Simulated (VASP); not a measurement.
**Mg: electric field gradients with PBE**

Crystal: Mg.

```
Mg
1.0
     3.20927    0.03209    0.03209
    -1.57684    2.76326    0.01175
     0.05210    0.05210    5.21033
Mg
2
Cartesian
  0.0316 1.8659 1.3211
  1.6530 0.9816 3.9331
```

This cell differs from its parent crystal: equal xy, yz and zx shear strains of +2 %.

```
Program                : VASP 6.6.1
Task                   : electric field gradients
Functional             : PBE
Potentials or basis    : VASP PAW PBE potentials, release 64 (Mg)
Cutoff                 : 520 eV
k mesh                 : 12 × 12 × 7
Occupations            : fermi-dirac, width 0.08 eV
Spin                   : no spin polarisation
Dipole correction      : no
Further INCAR settings : ALGO = Normal; EDIFF = 1e-08; NBANDS = 9
```

The pressure is -0.5 GPa. The largest force is 0.011 eV/Å. The band gap on the k mesh is zero (bands 2 and 3 overlap by 2.24 eV). The largest electric field gradient by atom is Mg +1.3 V/Å².

Forces in eV/Å, atoms in the order of the input:
```
Mg  -0.011  0.000  0.002
Mg   0.011  0.000 -0.002
```

Stress tensor (GPa, compression positive):
```
-0.32 -0.32 -0.37
-0.32 -0.30 -0.35
-0.37 -0.35 -0.97
```

Levels at points of the mesh, in eV from the Fermi level:
| k point | band 1 | band 2 | band 3 | band 4 | band 5 | band 6 | band 7 |
| --- | --- | --- | --- | --- | --- | --- | --- |
| (0.00, 0.00, 0.00) | -6.84 | -1.62 | -1.20 | 10.69 | 10.80 | 11.12 | 11.16 |
| (0.50, 0.00, 0.00) | -2.18 | -2.14 | 2.49 | 2.92 | 3.32 | 3.70 | 7.11 |
| (0.00, 0.50, 0.00) | -2.08 | -2.08 | 2.62 | 3.01 | 3.35 | 3.74 | 6.86 |
| (0.50, 0.50, 0.00) | -2.02 | -1.99 | 2.77 | 3.11 | 3.37 | 3.78 | 6.61 |

Electric field gradients, principal values (V/Å²):
```tsv
atom	least	middle	greatest (by size)
1 Mg	-0.315	-0.986	1.301
2 Mg	-0.315	-0.986	1.301
```

It took 46 s on 1 thread of Intel(R) Xeon(R) 6975P-C (Granite Rapids), on a shared host, peak memory 0.32 GiB.

Caveat: the cell differs from its parent crystal (equal xy, yz and zx shear strains of +2 %); without QUAD_EFG the Cq values of the log hold for a quadrupole moment of 1 mb, not for the nuclei.
